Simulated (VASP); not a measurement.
A run of VASP 6.6.1 is set up as follows.

POSCAR

```
K2S
1.0
    0.0000000000      3.7027568582      3.7027568582
    3.7027568582      0.0000000000      3.7027568582
    3.7027568582      3.7027568582      0.0000000000
S K
1 2
Direct
    0.0000000000      0.0000000000      0.0000000000
    0.2500000000      0.2500000000      0.2500000000
    0.7500000000      0.7500000000      0.7500000000
```

INCAR.step1

```
SYSTEM = K2S
ALGO = Normal
EDIFF = 1E-5
ENCUT = 550
GGA = PE
GGA_COMPAT = .False.
ISMEAR = 0
LASPH = .True.
LCHARG = .False.
LREAL = .False.
LWAVE = .True.
NBANDS = 19
NELM = 120
PREC = Accurate
SIGMA = 0.01
```

INCAR.step2

```
SYSTEM = K2S
ALGO = Normal
EDIFF = 1E-6
ENCUT = 550
GGA_COMPAT = .False.
ISIF = 2
ISMEAR = 0
ISTART = 1
LASPH = .True.
LCHARG = .False.
LMIXTAU = .True.
LREAL = .False.
LWAVE = .False.
METAGGA = R2SCAN
NBANDS = 19
NELM = 120
PREC = Accurate
SIGMA = 0.01
```

The input KPOINTS:

```
k-points
0
Gamma
  6 6 6
  0 0 0
```

Potentials or basis: VASP PAW PBE potentials, release 64 (S, K_sv).

Run with:

```bash
$ cat potpaw_PBE.64/S/POTCAR potpaw_PBE.64/K_sv/POTCAR > POTCAR
$ cp INCAR.step1 INCAR
$ mpirun -np 1 vasp_std > vasp.out
$ cp INCAR.step2 INCAR
$ mpirun -np 1 vasp_std > vasp.out
```

Task: What does it give for the band gap on the k mesh?

Result: 2.76 eV, indirect (least direct gap 2.95 eV).

Task: Estimate the pressure.

Result: 0.0 GPa.

Caveat: the PAW data sets were made with another functional, which shifts forces and pressure a little. r2SCAN opens gaps a little over a GGA but as a rule still falls short of measured ones.
